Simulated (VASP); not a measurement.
# SiC (I-4m2) in VASP: further runs, part 2 of 2

VASP 6.6.1. The steps go on from the part before.

### Step 4. Single point, HSE06 (epitaxial xy strain -4.0%)

The input, POSCAR:

```
SiC
1.0
    0.0000000000      2.0909302570      2.2323129173
    2.0909302570      0.0000000000      2.2323129173
    2.0909302570      2.0909302570      0.0000000000
Si C
1 1
Direct
    0.0000000000      0.0000000000      0.0000000000
    0.2500000000      0.2500000000      0.2500000000
```

The input, INCAR.step1:

```
PREC = Accurate
ENCUT = 520
EDIFF = 1E-5
ISMEAR = 0
SIGMA = 0.01
LREAL = F
LASPH = T
NELM = 60
ALGO = Normal
ISIF = 2
LWAVE = T
LCHARG = F
GGA = PE
NBANDS = 11
```

The input, INCAR.step2:

```
PREC = Accurate
ENCUT = 520
EDIFF = 1E-7
ISMEAR = 0
SIGMA = 0.01
LREAL = F
LASPH = T
NELM = 60
ALGO = Normal
ISIF = 2
LWAVE = F
LCHARG = F
GGA = PE
LHFCALC = T
HFSCREEN = 0.2079
PRECFOCK = Normal
ISTART = 1
NBANDS = 11
```

The input, KPOINTS:

```
regular mesh
0
Gamma
  8 8 8
```

Potentials or basis: VASP PAW PBE potentials, release 64 (Si, C).

The run is started by

```sh
> cat potpaw_PBE.64/Si/POTCAR potpaw_PBE.64/C/POTCAR > POTCAR
> cp INCAR.step1 INCAR
> mpirun -np 1 vasp_std > vasp.out
> cp INCAR.step2 INCAR
> mpirun -np 1 vasp_std > vasp.out
```

OUTCAR:

```text
PREC = Accurate
   ENCUT = 520
   EDIFF = 1E-7
   ISMEAR = 0
   LREAL = F
   LASPH = T
   NELM = 60
   ISIF = 2
   GGA = PE
   LHFCALC = T
   HFSCREEN = 0.2079
   PRECFOCK = Normal
   ISTART = 1

 ion  position               nearest neighbor table
   1  0.000  0.000  0.000-   2 1.85   2 1.85   2 1.85   2 1.85
   2  0.250  0.250  0.250-   1 1.85   1 1.85   1 1.85   1 1.85

  LATTYP: Found a body centered tetragonal cell.
 ALAT       =     2.9570219274
 C/A-ratio  =     1.5098385958

  Lattice vectors:

 A1 = (  -2.0909302570,   0.0000000000,   2.2323129173)
 A2 = (   2.0909302570,   0.0000000000,   2.2323129173)
 A3 = (   0.0000000000,   2.0909302570,  -2.2323129173)

Analysis of symmetry for initial positions (statically):
=====================================================================
 Subroutine PRICEL returns:
 Original cell was already a primitive cell.

 Routine SETGRP: Setting up the symmetry group for a
 body centered tetragonal supercell.

 Subroutine GETGRP returns: Found  8 space group operations
[... 182 lines left out ...]
      1      -9.3266      2.00000
      2       7.8153      2.00000
      3       8.3349      2.00000
      4       8.3349      2.00000
      5      16.3836      0.00000
      6      17.1587      0.00000
      7      17.1587      0.00000
      8      17.2962      0.00000
      9      23.3509      0.00000
     10      25.7316      0.00000
     11      25.8046      0.00000
[... 309 lines left out ...]
 k-point    24 :       0.3750   -0.0000    0.1250
  band No.  band energies     occupation
      1      -6.6257      2.00000
      2       1.3332      2.00000
      3       6.0879      2.00000
      4       6.7756      2.00000
      5      14.8253      0.00000
      6      17.3656      0.00000
      7      18.8633      0.00000
      8      19.4547      0.00000
      9      23.4463      0.00000
     10      26.4307      0.00000
     11      27.8923      0.00000

 [... further k-points ...]

------------------------ aborting loop because EDIFF is reached ----------------------------------------

  FORCE on cell =-STRESS in cart. coord.  units (eV):
  Direction    XX          YY          ZZ          XY          YZ          ZX
  --------------------------------------------------------------------------------------
  -------------------------------------------------------------------------------------
  Total        2.3829508      2.3829508     -0.1787977      0.0000000      0.0000000     -0.0000000
  in kB      195.5966863    195.5966863    -14.6760200      0.0000000      0.0000000     -0.0000000
  external PRESSURE =     125.5057842 kB  Pullay stress =       0.0000000 kB

 VOLUME and BASIS-vectors are now :
 -----------------------------------------------------------------------------
  energy-cutoff  :      520.00
  volume of cell :       19.52
      direct lattice vectors                 reciprocal lattice vectors
     0.000000000  2.090930257  2.232312917    -0.239128014  0.239128014  0.223982935
     2.090930257  0.000000000  2.232312917     0.239128014 -0.239128014  0.223982935
     2.090930257  2.090930257  0.000000000     0.239128014  0.239128014 -0.223982935

 POSITION                                       TOTAL-FORCE (eV/Angst)
 -----------------------------------------------------------------------------------
      0.00000      0.00000      0.00000         0.000000      0.000000      0.000000
      1.04547      1.04547      1.11616        -0.000000     -0.000000     -0.000000
 -----------------------------------------------------------------------------------
    total drift:                                0.000000      0.000000      0.000000

  FREE ENERGIE OF THE ION-ELECTRON SYSTEM (eV)
  ---------------------------------------------------
  free  energy   TOTEN  =       -17.3312208141 eV

  energy  without entropy=      -17.3312208141  energy(sigma->0) =      -17.33122081
```

OSZICAR.step1:

```text
N       E                     dE             d eps       ncg     rms          rms(c)
DAV:   1     0.337494148262E+01    0.33749E+01   -0.40487E+03  1338   0.618E+02
DAV:   2    -0.163578346667E+02   -0.19733E+02   -0.18842E+02  1649   0.111E+02
DAV:   3    -0.169511072662E+02   -0.59327E+00   -0.59214E+00  1606   0.156E+01
DAV:   4    -0.169532265103E+02   -0.21192E-02   -0.21192E-02  1498   0.118E+00
DAV:   5    -0.169532351914E+02   -0.86811E-05   -0.86810E-05  1619   0.699E-02    0.943E+00
DAV:   6    -0.150086295583E+02    0.19446E+01   -0.65752E+00  1430   0.118E+01    0.422E+00
DAV:   7    -0.149400512646E+02    0.68578E-01   -0.45896E-01  1556   0.384E+00    0.189E+00
DAV:   8    -0.149318525515E+02    0.81987E-02   -0.20982E-02  1478   0.969E-01    0.168E-01
DAV:   9    -0.149319533609E+02   -0.10081E-03   -0.14935E-03  1606   0.226E-01    0.114E-01
DAV:  10    -0.149320512512E+02   -0.97890E-04   -0.20015E-04  1468   0.885E-02    0.254E-02
DAV:  11    -0.149320530833E+02   -0.18321E-05   -0.32742E-05  1508   0.308E-02
   1 F= -.14932053E+02 E0= -.14932053E+02  d E =-.190571E-16
```

Wall time 87 min (1 thread of Intel Xeon 8259CL, shared host); peak memory 0.26 GiB.

Results:

```
Free energy            : -17.3312 eV
Pressure               : 12.6 GPa
Band gap on the k mesh : 1.82 eV (least direct gap 5.73 eV)
```

Levels at points of the mesh, in eV from the valence-band top:
| k point | band 1 | band 2 | band 3 | band 4 | band 5 | band 6 | band 7 | band 8 | band 9 |
| --- | --- | --- | --- | --- | --- | --- | --- | --- | --- |
| (0.00, 0.00, 0.00) | -17.66 | -0.52 | 0.00 | 0.00 | 8.05 | 8.82 | 8.82 | 8.96 | 15.02 |
| (0.50, 0.00, 0.00) | -13.56 | -9.88 | -1.82 | -0.88 | 6.46 | 8.59 | 9.14 | 11.79 | 18.19 |
| (0.50, 0.50, 0.00) | -12.33 | -9.52 | -3.26 | -3.26 | 2.47 | 6.22 | 16.63 | 16.69 | 16.69 |
| (0.50, 0.00, 0.50) | -11.75 | -8.61 | -4.09 | -3.98 | 1.82 | 5.03 | 15.14 | 17.51 | 17.57 |

Caveat: the cell differs from its parent crystal (epitaxial xy strain -4.0%); the cell stands under pressure; the PAW data sets were made with another functional, which shifts forces and pressure a little.

### Step 5. Overview

| cell | gap on the mesh (eV) | pressure (GPa) |
| --- | --- | --- |
| a = 3.064, b = 3.064, c = 2.988 Å, angles 60.8, 60.8, 58.4°, 2 atoms | 1.93 | 8.7 |
| a = 3.070, b = 3.070, c = 3.019 Å, angles 60.5, 60.5, 58.9°, 2 atoms | 2.03 | 5.0 |
| a = 3.059, b = 3.059, c = 2.957 Å, angles 61.1, 61.1, 57.8°, 2 atoms | 1.82 | 12.6 |

Alike in all rows: task single point; level HSE06; potentials or basis VASP PAW PBE potentials, release 64 (Si, C); no spin polarisation; k mesh 8 × 8 × 8; cutoff (eV) 520; smearing gaussian 0.01 eV.

Caveats: the cell stands under pressure; the PAW data sets were made with another functional, which shifts forces and pressure a little.

Absolute energies hang on the potentials; compare differences alone.
